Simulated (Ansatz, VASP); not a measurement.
Two plane-wave programs on Ta

```xyz
1
Lattice="-1.6607 1.6607 1.6607 1.6607 -1.6607 1.6607 1.6607 1.6607 -1.6607" Properties=species:S:1:pos:R:3 pbc="T T T"
Ta    0.0000    0.0000    0.0000
```

Alike in both runs: task single point; functional PBE; k mesh 13 × 13 × 13; occupations methfessel-paxton of order 1, width 0.03 eV; no spin polarisation.

|  | VASP | Ansatz |
| --- | --- | --- |
| version | VASP 6.6.1 | Ansatz 0.2.0 |
| potentials or method | VASP PAW PBE potentials, release 64 (Ta_pv), cutoff 520 eV | plane waves (420 eV) with PAW, scalar-relativistic |
| valence electrons in the cell | 11 | 13 |

|  | VASP | Ansatz | Ansatz less VASP |
| --- | --- | --- | --- |
| pressure (GPa) | 0.5 | 0.4 | -0.10 |

The functional is the same, so the differences come from potentials, cutoffs and numerics. VASP's potentials hold 11 valence electrons a cell and Ansatz's 13, so a difference there can come from the potentials and not from the codes.

Neither program's run includes spin-orbit coupling.
